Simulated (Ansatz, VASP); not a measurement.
PbSe in VASP and in Ansatz

File POSCAR:

```
PbSe
1.0
    0.0000000000      3.0401081059      3.0401081059
    3.0401081059      0.0000000000      3.0401081059
    3.0401081059      3.0401081059      0.0000000000
Pb Se
1 1
Direct
    0.0000000000      0.0000000000      0.0000000000
    0.5000000000      0.5000000000      0.5000000000
```

INCAR.step1

```
PREC     = Accurate       # precision mode
ENCUT    = 520            # plane-wave cutoff, eV
EDIFF    = 1E-5           # SCF threshold, eV
ISMEAR   = -1             # smearing method
SIGMA    = 0.05           # smearing width, eV
LREAL    = F              # projectors in reciprocal space
LASPH    = T              # aspherical terms in the spheres
NELM     = 80             # most SCF steps
ALGO     = Normal         # electronic algorithm
ISIF     = 2              # what is computed and relaxed
LWAVE    = T              # write WAVECAR
LCHARG   = F              # write CHGCAR
GGA      = PE             # functional
NBANDS   = 17             # bands
```

The input INCAR.step2:

```
PREC     = Accurate       # precision mode
ENCUT    = 520            # plane-wave cutoff, eV
EDIFF    = 1E-7           # SCF threshold, eV
ISMEAR   = -1             # smearing method
SIGMA    = 0.05           # smearing width, eV
LREAL    = F              # projectors in reciprocal space
LASPH    = T              # aspherical terms in the spheres
NELM     = 80             # most SCF steps
ALGO     = Normal         # electronic algorithm
ISIF     = 2              # what is computed and relaxed
LWAVE    = F              # write WAVECAR
LCHARG   = F              # write CHGCAR
GGA      = PE             # functional
LHFCALC  = T              # exact exchange
AEXX     = 0.25           # exact-exchange fraction
HFSCREEN = 0.3            # screening, 1/A
PRECFOCK = Normal       
ISTART   = 1            
NBANDS   = 17             # bands
```

KPOINTS

```
regular mesh
0
Gamma
  4 4 4
```

Contents of input.yaml:

```yaml
crystal:
  lattice:
    - [0.0, 3.0401081059, 3.0401081059]
    - [3.0401081059, 0.0, 3.0401081059]
    - [3.0401081059, 3.0401081059, 0.0]
  atoms:
    - { symbol: Pb, position: [0.0, 0.0, 0.0] }
    - { symbol: Se, position: [0.5, 0.5, 0.5] }
hamiltonian:
  xc: { exchange: pbe, correlation: pbe, exx: { coeff: 0.25, omega: 0.3 } }
  pseudopotentials: { kind: paw }
kpoints:
  mp_grid: { grid: [4, 4, 4] }
scf:
  occupations: { method: fermi_dirac, width: 0.05 }
output:
  forces: true
  stress: true
  eigenvalues: true
  write_density: true
  write_potential: true
  elf: true
  volumetric_format: npy
```

Alike in both runs: task single point; functional PBE-based screened hybrid; k mesh 4 × 4 × 4; occupations fermi-dirac, width 0.05 eV; no spin polarisation.

|  | VASP | Ansatz |
| --- | --- | --- |
| version | VASP 6.6.1 | Ansatz 0.2.0 |
| potentials or method | VASP PAW PBE potentials, release 64 (Pb_d, Se) | Ansatz PAW |
| plane-wave cutoff (eV) | 520 | 420 |
| valence electrons in the cell | 20 | 30 |

VASP gave:

* gap on the k mesh at the Fermi level (eV): 0.51
* least direct gap on the mesh (eV): 0.51
* pressure (GPa): 2.5

Question: What did Ansatz give for the same quantities?

Answer: gap on the k mesh at the Fermi level (eV): 0.49; least direct gap on the mesh (eV): 0.49; pressure (GPa): 2.6.

VASP's potentials were made for PBE, not for PBE-based screened hybrid. VASP's potentials hold 20 valence electrons a cell and Ansatz's 30, so a difference there can come from the potentials and not from the codes.

The k mesh is coarse, so the values compare programs but aren't converged. Neither program's run includes spin-orbit coupling.
